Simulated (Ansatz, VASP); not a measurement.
# Two plane-wave programs on Ba2N

```
Ba N
1.0
     1.92823    1.11326    7.39379
    -1.92823    1.11326    7.39379
     0.00000   -2.22653    7.39379
Ba N
2 1
Direct
  0.26697 0.26697 0.26697
  0.73303 0.73303 0.73303
  0.00000 0.00000 0.00000
```

Alike in both runs: functional LDA; k mesh 12 × 12 × 12; occupations gaussian, width 0.1 eV; no spin polarisation.

Ansatz relaxed the structure, and its values are those at the end. VASP's run is a single point on that final structure, the one shown.

|  | VASP | Ansatz |
| --- | --- | --- |
| version | VASP 6.6.1 | Ansatz 0.2.0 |
| potentials or method | VASP PAW LDA potentials, release 64 (Ba_sv, N), cutoff 520 eV | scalar-relativistic, plane waves, PAW |
| valence electrons in the cell | 25 | 25 |

Ansatz gave:

```
gap on the k mesh at the Fermi level (eV) : none
pressure (GPa)                            : 0.0
rms of the force components (eV/Å)        : 0.000
```

Q: Estimate VASP's values.

A: gap on the k mesh at the Fermi level (eV): none; pressure (GPa): 1.3; rms of the force components (eV/Å): 0.122.

LDA's correlation is that of Perdew and Zunger in VASP and of Perdew and Wang (1992) in Ansatz. A gap of «none» marks a metal or a gap that the smearing closes. One of these differences is far larger than is usual between the two programs; its cause wasn't traced.

Spin-orbit coupling is off throughout.
